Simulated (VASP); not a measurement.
# BeBr in VASP: a series of runs

BeBr is run at these levels: PBE; tasks: single point.

Everything below comes from runs of VASP 6.6.1. Logs are shortened: lines on timing, memory, paths and dates and some standing lists are left out, and cuts for length are marked.

## 1. The cell of the first run

The cell holds a sheet with vacuum, 4 atoms: a = 4.656 Å, b = 4.656 Å, c = 26.982 Å, α = 90.00°, β = 90.00°, γ = 90.00°.

The cell was generated, and may not be a known phase.

## 2. Single point, PBE

INCAR reads:

```
PREC = Accurate
ENCUT = 520
EDIFF = 1E-6
ISMEAR = 0
SIGMA = 0.1
LREAL = F
LASPH = T
NELM = 60
ALGO = Normal
ISIF = 2
LWAVE = F
LCHARG = T
LDIPOL = T
IDIPOL = 3
DIPOL = 0.5 0.5 0.284
GGA = PE
LELF = T
LVHAR = T
LVACPOTAV = T
NBANDS = 17
```

KPOINTS reads:

```
Automatic mesh
0
Gamma
  4 4 1
```

POSCAR reads:

```
BeBr
1.0
    4.6562000648      0.0000000000      0.0000000000
    0.0000000000      4.6562000648      0.0000000000
    0.0000000000      0.0000000000     26.9815014400
Be Br
2 2
Direct
    0.5000000000      0.0000000000      0.2839652301
    0.0000000000      0.5000000000      0.2839652301
    0.0000000000      0.0000000000      0.2521596391
    0.5000000000      0.5000000000      0.3157335534
```

Potentials or basis: VASP PAW PBE potentials, release 64 (Be, Br).

Started as:

```console
$ cat potpaw_PBE.64/Be/POTCAR potpaw_PBE.64/Br/POTCAR > POTCAR
$ mpirun -np 1 vasp_std > vasp.out
```

OUTCAR:

```text
PREC = Accurate
   ENCUT = 520
   EDIFF = 1E-6
   ISMEAR = 0
   LREAL = F
   LASPH = T
   NELM = 60
   ISIF = 2
   GGA = PE

 ion  position               nearest neighbor table
   1  0.500  0.000  0.284-   4 2.48   4 2.48   3 2.48   3 2.48
   2  0.000  0.500  0.284-   4 2.48   4 2.48   3 2.48   3 2.48
   3  0.000  0.000  0.252-   1 2.48   2 2.48   2 2.48   1 2.48
   4  0.500  0.500  0.316-   1 2.48   2 2.48   1 2.48   2 2.48

  LATTYP: Found a simple tetragonal cell.
 ALAT       =     4.6562000648
 C/A-ratio  =     5.7947470178

  Lattice vectors:

 A1 = (   4.6562000648,   0.0000000000,   0.0000000000)
 A2 = (   0.0000000000,   4.6562000648,   0.0000000000)
 A3 = (   0.0000000000,   0.0000000000,  26.9815014400)

Analysis of symmetry for initial positions (statically):
=====================================================================
 Subroutine PRICEL returns:
 Original cell was already a primitive cell.

 Routine SETGRP: Setting up the symmetry group for a
 simple tetragonal supercell.

 Subroutine GETGRP returns: Found  8 space group operations
 (whereof  8 operations were pure point group operations)
 out of a pool of 16 trial point group operations.

The static configuration has the point symmetry C_4v.

Analysis of symmetry for dynamics (positions and initial velocities):
=====================================================================
 Subroutine PRICEL returns:
 Original cell was already a primitive cell.

 Routine SETGRP: Setting up the symmetry group for a
 simple tetragonal supercell.

 Subroutine GETGRP returns: Found  8 space group operations
 (whereof  8 operations were pure point group operations)
 out of a pool of 16 trial point group operations.

The dynamic configuration has the point symmetry C_4v.

 Subroutine INISYM returns: Found  8 space group operations
 (whereof  8 operations are pure point group operations),
 and found     1 'primitive' translations

----------------------------------------------------------------------------------------

                                     Primitive cell

  volume of cell :     584.9643

  direct lattice vectors                    reciprocal lattice vectors
     4.656200065  0.000000000  0.000000000     0.214767404  0.000000000  0.000000000
     0.000000000  4.656200065  0.000000000     0.000000000  0.214767404  0.000000000
     0.000000000  0.000000000 26.981501440     0.000000000  0.000000000  0.037062430

[... 73 lines left out ...]
   NFREE  =      0    steps in history (QN), initial steepest desc. (CG)
   ISIF   =      2    stress and relaxation
   ISYM   =      2    0-nonsym 1-usesym 2-fastsym
   POTIM  = 0.5000    time-step for ionic-motion
   TEBEG  =    0.0;   TEEND  =   0.0 temperature during run
   PSTRESS=    0.0 pullay stress
   NELECT =      18.0000    total number of electrons
   NUPDOWN=      -1.0000    fix difference up-down
   EMIN   =  10.00;   EMAX   =-10.00  energy-range for DOS
   EFERMI =   0.00;   METHOD = LEGACY
   ISMEAR =     0;   SIGMA  =   0.10  broadening in eV -4-tet -1-fermi 0-gaus
   EFERMI_NEDOS =   21; number of points for ismear=-14 and -15
   IALGO  =     38    algorithm
   IMIX   =      4    mixing-type and parameters
     AMIX     =   0.40;   BMIX     =  1.00
     AMIX_MAG =   1.60;   BMIX_MAG =  1.00
  volume/ion in A,a.u.               =     146.24       986.88
  Fermi-wavevector in a.u.,A,eV,Ry     =   0.513006  0.969441  3.580717  0.263175
  Thomas-Fermi vector in A             =   1.527268
   LORBIT       =      0    0 simple, 1 ext, 2 COOP (PROOUT), +10 PAW based schemes
   GGA     = PE    functional components
   LHFCALC =     F    Hartree Fock is set to
   AEXX    =    0.0000 exact exchange contribution
   IVDW    =     0    specifies the selected vdW correction
   LEPSILON=     F    determine dielectric tensor
   LRPA    =     F    only Hartree local field effects (RPA)
 non-spin polarized calculation
 Gauss-broadening in eV      SIGMA  =   0.10
  energy-cutoff  :      520.00
  volume of cell :      584.96
 maximum number of plane-waves:     15805
 NGX is ok and might be reduce to    36
   NGX = 17   NGY = 17   NGZ =101

 number of electron      18.0000003 magnetization

 dipolmoment           0.000000      0.000000     -0.000029 electrons x Angstroem

 Free energy of the ion-electron system (eV)
  ---------------------------------------------------
  ext. energy  EPLUGINS =         0.00000000
  ---------------------------------------------------
  free energy    TOTEN  =        -8.56164070 eV

  energy without entropy =       -8.54753593  energy(sigma->0) =       -8.55458831

 E-fermi :  -2.0103     XC(G=0):  -1.7379

 val. band max:       -2.0103252637   @ k =   0.2500   0.2500   0.0000
 cond. band min:      -1.5268318075   @ k =   0.5000   0.2500   0.0000
 fundamental gap:      0.4834934561
 Fermi energy:        -2.0103252374

 k-point     1 :       0.0000    0.0000    0.0000
  band No.  band energies     occupation
      1     -20.1174      2.00000
      2     -19.4536      2.00000
      3      -9.3069      2.00000
      4      -9.3069      2.00000
      5      -8.0804      2.00000
      6      -7.4939      2.00000
[... 97 lines left out ...]
      4     -10.1705      2.00000
      5      -7.7400      2.00000
      6      -7.7398      2.00000
[... 9 lines left out ...]
     16       1.1443      0.00000
     17       2.8369      0.00000

------------------------ aborting loop because EDIFF is reached ----------------------------------------

  FORCE on cell =-STRESS in cart. coord.  units (eV):
  Direction    XX          YY          ZZ          XY          YZ          ZX
  --------------------------------------------------------------------------------------
  -------------------------------------------------------------------------------------
  Total       -0.1330803     -0.1330803     -0.0070673      0.0000000      0.0000000     -0.0000000
  in kB       -0.3644979     -0.3644979     -0.0193569      0.0000000      0.0000000     -0.0000000
  external PRESSURE =      -0.2494509 kB  Pullay stress =       0.0000000 kB

 VOLUME and BASIS-vectors are now :
 -----------------------------------------------------------------------------
  energy-cutoff  :      520.00
  volume of cell :      584.96
      direct lattice vectors                 reciprocal lattice vectors
     4.656200065  0.000000000  0.000000000     0.214767404  0.000000000  0.000000000
     0.000000000  4.656200065  0.000000000     0.000000000  0.214767404  0.000000000
     0.000000000  0.000000000 26.981501440     0.000000000  0.000000000  0.037062430

 POSITION                                       TOTAL-FORCE (eV/Angst)
 -----------------------------------------------------------------------------------
      2.32810      0.00000      7.66181        -0.000000      0.000000     -0.000832
      0.00000      2.32810      7.66181        -0.000000      0.000000     -0.000832
      0.00000      0.00000      6.80365         0.000000      0.000000      0.003394
      2.32810      2.32810      8.51897         0.000000     -0.000000     -0.001730
 -----------------------------------------------------------------------------------
    total drift:                                0.000000     -0.000000     -0.000138

  FREE ENERGIE OF THE ION-ELECTRON SYSTEM (eV)
  ---------------------------------------------------
  free  energy   TOTEN  =        -8.5616406963 eV

  energy  without entropy=       -8.5475359287  energy(sigma->0) =       -8.55458831

 vacuum level on the upper side and lower side of the slab         1.138         1.138
```

OSZICAR:

```text
N       E                     dE             d eps       ncg     rms          rms(c)
DAV:   1     0.147308699039E+03    0.14731E+03   -0.44393E+03   204   0.656E+02
DAV:   2     0.191264534336E+02   -0.12818E+03   -0.11887E+03   348   0.121E+02
DAV:   3    -0.743851834152E+01   -0.26565E+02   -0.26232E+02   285   0.689E+01
[... 13 lines left out ...]
DAV:  17    -0.856163481128E+01   -0.25500E-05   -0.13676E-07   202   0.105E-03    0.467E-04
DAV:  18    -0.856163696561E+01   -0.21543E-05   -0.33535E-08   194   0.610E-04    0.484E-04
DAV:  19    -0.856163899225E+01   -0.20266E-05   -0.47783E-08   174   0.453E-04    0.209E-04
DAV:  20    -0.856164029737E+01   -0.13051E-05   -0.17225E-08   175   0.295E-04    0.104E-04
DAV:  21    -0.856164069626E+01   -0.39889E-06    0.23754E-10   167   0.224E-04
   1 F= -.85616407E+01 E0= -.85545883E+01  d E =-.141048E-01
```

Wall time 57 s (1 thread of Intel Xeon 6975P-C (Granite Rapids), shared host); peak memory 0.57 GiB.

Results:

```yaml
Free_energy: -8.5616 eV
Largest_force: 0.003 eV/Å
Band_gap_on_the_k_mesh: zero (bands 9 and 10 overlap by 2.71 eV)
```

Forces in eV/Å, atoms in the order of the input:
```
Be   0.000  0.000 -0.001
Be   0.000  0.000 -0.001
Br   0.000  0.000  0.003
Br   0.000  0.000 -0.002
```

## 3. Single point, PBE

This run uses another cell than the first one.

INCAR reads:

```
PREC     = Accurate       # precision mode
ENCUT    = 520            # plane-wave cutoff, eV
EDIFF    = 1E-6           # SCF threshold, eV
ISMEAR   = 0              # smearing method
SIGMA    = 0.1            # smearing width, eV
LREAL    = False          # projectors in reciprocal space
LASPH    = True           # aspherical terms in the spheres
NELM     = 80             # most SCF steps
ALGO     = Normal         # electronic algorithm
ISIF     = 2              # what is computed and relaxed
LWAVE    = False          # write WAVECAR
LCHARG   = False          # write CHGCAR
LDIPOL   = True         
IDIPOL   = 3            
DIPOL    = 0.5 0.5 0.284
GGA      = PE             # functional
NBANDS   = 17             # bands
```

KPOINTS reads:

```
regular mesh
0
Gamma
  10 10 1
```

POSCAR reads:

```
BeBr
1.0
    4.6072260242      0.0000000000      0.0000000000
    0.0000000000      4.6072260242      0.0000000000
    0.0000000000      0.0000000000     26.9815014400
Be Br
2 2
Direct
    0.5000000000      0.0000000000      0.2839559132
    0.0000000000      0.5000000000      0.2839559132
    0.0000000000      0.0000000000      0.2513071767
    0.5000000000      0.5000000000      0.3166046497
```

Potentials or basis: VASP PAW PBE potentials, release 64 (Be, Br).

Started as:

```console
$ cat potpaw_PBE.64/Be/POTCAR potpaw_PBE.64/Br/POTCAR > POTCAR
$ mpirun -np 1 vasp_std > vasp.out
```

Run time: 2.4 min. Hardware: 1 thread of Intel Xeon 6975P-C (Granite Rapids), shared host; peak memory 0.65 GiB.

The run converged. Its results:

| Property | Result |
| --- | --- |
| Free energy | -8.5786 eV |
| Largest force | 0.003 eV/Å |
| Band gap on the k mesh | zero (bands 9 and 10 overlap by 2.64 eV) |

Forces on the atoms (eV/Å):
```
Be   0.000  0.000  0.000
Be   0.000  0.000  0.000
Br   0.000  0.000 -0.003
Br   0.000  0.000  0.003
```

Levels at points of the mesh, in eV from the Fermi level:
```
           k point  band 6  band 7  band 8  band 9  band 10  band 11  band 12  band 13
(0.00, 0.00, 0.00)   -5.43   -5.40   -5.40   -1.47    -0.89     0.66     1.56     2.77
(0.50, 0.00, 0.00)   -6.39   -5.04   -5.04   -0.31    -0.31     2.82     2.82     3.01
(0.50, 0.50, 0.00)   -5.73   -5.60   -5.60    1.76     1.76     2.82     2.82     3.29
```

## 4. Single point, PBE

INCAR reads:

```
PREC = Accurate
ENCUT = 520
EDIFF = 1E-7
ISMEAR = 0
SIGMA = 0.1
LREAL = F
LASPH = T
NELM = 60
ALGO = Normal
ISIF = 2
LWAVE = F
LCHARG = F
LDIPOL = T
IDIPOL = 3
DIPOL = 0.5 0.5 0.284
GGA = PE
NBANDS = 17
```

KPOINTS reads:

```
Automatic mesh
0
Gamma
  10 10 1
```

POSCAR reads:

```
BeBr
1.0
    4.6562000648      0.0000000000      0.0000000000
    0.0000000000      4.6562000648      0.0000000000
    0.0000000000      0.0000000000     26.9815014400
Be Br
2 2
Direct
    0.5000000000      0.0000000000      0.2839652301
    0.0000000000      0.5000000000      0.2839652301
    0.0000000000      0.0000000000      0.2521596391
    0.5000000000      0.5000000000      0.3157335534
```

Potentials or basis: VASP PAW PBE potentials, release 64 (Be, Br).

Started as:

```console
$ cat potpaw_PBE.64/Be/POTCAR potpaw_PBE.64/Br/POTCAR > POTCAR
$ mpirun -np 1 vasp_std > vasp.out
```

OUTCAR:

```text
PREC = Accurate
   ENCUT = 520
   EDIFF = 1E-7
   ISMEAR = 0
   LREAL = F
   LASPH = T
   NELM = 60
   ISIF = 2
   GGA = PE

 ion  position               nearest neighbor table
   1  0.500  0.000  0.284-   4 2.48   4 2.48   3 2.48   3 2.48
   2  0.000  0.500  0.284-   4 2.48   4 2.48   3 2.48   3 2.48
   3  0.000  0.000  0.252-   1 2.48   2 2.48   2 2.48   1 2.48
   4  0.500  0.500  0.316-   1 2.48   2 2.48   1 2.48   2 2.48

  LATTYP: Found a simple tetragonal cell.
 ALAT       =     4.6562000648
 C/A-ratio  =     5.7947470178

  Lattice vectors:

 A1 = (   4.6562000648,   0.0000000000,   0.0000000000)
 A2 = (   0.0000000000,   4.6562000648,   0.0000000000)
 A3 = (   0.0000000000,   0.0000000000,  26.9815014400)

Analysis of symmetry for initial positions (statically):
=====================================================================
 Subroutine PRICEL returns:
 Original cell was already a primitive cell.

 Routine SETGRP: Setting up the symmetry group for a
 simple tetragonal supercell.

 Subroutine GETGRP returns: Found  8 space group operations
[... 175 lines left out ...]
 Fermi energy:        -2.1664076006

 k-point     1 :       0.0000    0.0000    0.0000
  band No.  band energies     occupation
      1     -20.1474      2.00000
      2     -19.4833      2.00000
      3      -9.3386      2.00000
      4      -9.3386      2.00000
      5      -8.1054      2.00000
      6      -7.5173      2.00000
[... 397 lines left out ...]
      4     -10.2019      2.00000
      5      -7.7643      2.00000
      6      -7.7642      2.00000
[... 9 lines left out ...]
     16       1.1131      0.00000
     17       2.8233      0.00000

------------------------ aborting loop because EDIFF is reached ----------------------------------------

 vacuum level on the upper side and lower side of the slab       (xc-potential included)        -0.006        -0.006

  FORCE on cell =-STRESS in cart. coord.  units (eV):
  Direction    XX          YY          ZZ          XY          YZ          ZX
  --------------------------------------------------------------------------------------
  -------------------------------------------------------------------------------------
  Total       -0.3346943     -0.3346943     -0.0257878      0.0000000      0.0000000      0.0000000
  in kB       -0.9167049     -0.9167049     -0.0706310      0.0000000      0.0000000      0.0000000
  external PRESSURE =      -0.6346803 kB  Pullay stress =       0.0000000 kB

 VOLUME and BASIS-vectors are now :
 -----------------------------------------------------------------------------
  energy-cutoff  :      520.00
  volume of cell :      584.96
      direct lattice vectors                 reciprocal lattice vectors
     4.656200065  0.000000000  0.000000000     0.214767404  0.000000000  0.000000000
     0.000000000  4.656200065  0.000000000     0.000000000  0.214767404  0.000000000
     0.000000000  0.000000000 26.981501440     0.000000000  0.000000000  0.037062430

 POSITION                                       TOTAL-FORCE (eV/Angst)
 -----------------------------------------------------------------------------------
      2.32810      0.00000      7.66181         0.000000      0.000000     -0.000491
      0.00000      2.32810      7.66181         0.000000      0.000000     -0.000491
      0.00000      0.00000      6.80365        -0.000000      0.000000      0.013947
      2.32810      2.32810      8.51897         0.000000     -0.000000     -0.012965
 -----------------------------------------------------------------------------------
    total drift:                                0.000000     -0.000000     -0.000134

  FREE ENERGIE OF THE ION-ELECTRON SYSTEM (eV)
  ---------------------------------------------------
  free  energy   TOTEN  =        -8.5753390127 eV

  energy  without entropy=       -8.5609276353  energy(sigma->0) =       -8.56813332

 vacuum level on the upper side and lower side of the slab         1.135         1.135
```

stdout:

```text
POSCAR found type information on POSCAR BeBr
 POSCAR found :  2 types and       4 ions
 scaLAPACK will be used
 LDA part: xc-table for (Slater+PW92), standard interpolation
 POSCAR, INCAR and KPOINTS ok, starting setup
 FFT: planning ... GRIDC
 FFT: planning ... GRID_SOFT
 FFT: planning ... GRID
 WAVECAR not read
 entering main loop
```

It took 2.9 min on 1 thread of Intel Xeon 6975P-C (Granite Rapids), shared host; peak memory 0.69 GiB.

What came out:

* Free energy: -8.5753 eV
* Largest force: 0.014 eV/Å
* Band gap on the k mesh: zero (bands 9 and 10 overlap by 2.71 eV)

Forces on the atoms (eV/Å):
```
Be   0.000  0.000  0.000
Be   0.000  0.000  0.000
Br   0.000  0.000  0.014
Br   0.000  0.000 -0.013
```

## 5. Summary

| cell | k mesh | gap on the mesh (eV) |
| --- | --- | --- |
| a = 4.656, b = 4.656, c = 26.982 Å, 4 atoms, atomic positions A | 4 × 4 × 1 | none |
| a = 4.607, b = 4.607, c = 26.982 Å, 4 atoms, atomic positions B | 10 × 10 × 1 | none |
| a = 4.656, b = 4.656, c = 26.982 Å, 4 atoms, atomic positions A | 10 × 10 × 1 | none |

Alike in all rows: task single point; level PBE; potentials or basis VASP PAW PBE potentials, release 64 (Be, Br); no spin polarisation; cutoff (eV) 520; smearing gaussian 0.1 eV.

Absolute energies hang on the potentials; compare differences alone.

The gap in the log of VASP goes by the Fermi energy; the results here count the filled bands.